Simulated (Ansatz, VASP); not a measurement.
# Two plane-wave programs on Al

Contents of INCAR:

```
PREC = Accurate
ENCUT = 520
EDIFF = 1E-6
ISMEAR = 0
SIGMA = 0.15
LREAL = F
LASPH = T
NELM = 100
ALGO = Fast
ISIF = 2
LWAVE = F
LCHARG = F
GGA = PS
NBANDS = 10
```

Contents of KPOINTS:

```
Automatic mesh
0
Gamma
  24 24 14
```

File POSCAR:

```
Al
1.0
    2.8500694993     -0.1068776063      0.0000000000
   -1.5175934717      2.5216713920      0.0000000000
    0.0000000000      0.0000000000      4.6373174459
Al
2
Direct
    0.6666666667      0.3333333333      0.7500000000
    0.3333333333      0.6666666667      0.2500000000
```

Input for Ansatz:

```yaml
crystal:
  lattice:
    - [2.8500694993, -0.1068776063, 0.0]
    - [-1.5175934717, 2.521671392, 0.0]
    - [0.0, 0.0, 4.6373174459]
  atoms:
    - { symbol: Al, position: [0.6666666667, 0.3333333333, 0.75] }
    - { symbol: Al, position: [0.3333333333, 0.6666666667, 0.25] }
basis:
  ecutwfc: 420
kpoints:
  mp_grid: { grid: [24, 24, 14] }
hamiltonian:
  xc: pbesol
scf:
  occupations: { method: gaussian, width: 0.15 }
output:
  forces: true
  stress: true
  eigenvalues: true
```

Change from the starting cell: strain -0.0750 x Voigt [0, 0, 0, 0, 0, 1], atoms carried along.

Alike in both runs: task single point; functional PBEsol; k mesh 24 × 24 × 14; occupations gaussian, width 0.15 eV; no spin polarisation.

|  | VASP | Ansatz |
| --- | --- | --- |
| version | VASP 6.6.1 | Ansatz 0.2.0 |
| potentials or method | VASP PAW PBE potentials, release 64 (Al), cutoff 520 eV | scalar-relativistic, plane waves, PAW |
| valence electrons in the cell | 6 | 6 |

VASP gave:

* gap on the k mesh at the Fermi level (eV): none
* pressure (GPa): 0.5
* traceless stress, the component that is largest in VASP (GPa): 2.24
* rms of the force components (eV/Å): 0.015

**Question.** Which values does Ansatz return?

**Answer.** gap on the k mesh at the Fermi level (eV): none; pressure (GPa): 0.5; traceless stress, the component that is largest in VASP (GPa): 2.22; rms of the force components (eV/Å): 0.015.

VASP's potentials were made for PBE, not for PBEsol. Atom by atom the forces differ by 0.000 eV/Å (rms over components). A gap of «none» marks a metal or a gap that the smearing closes.
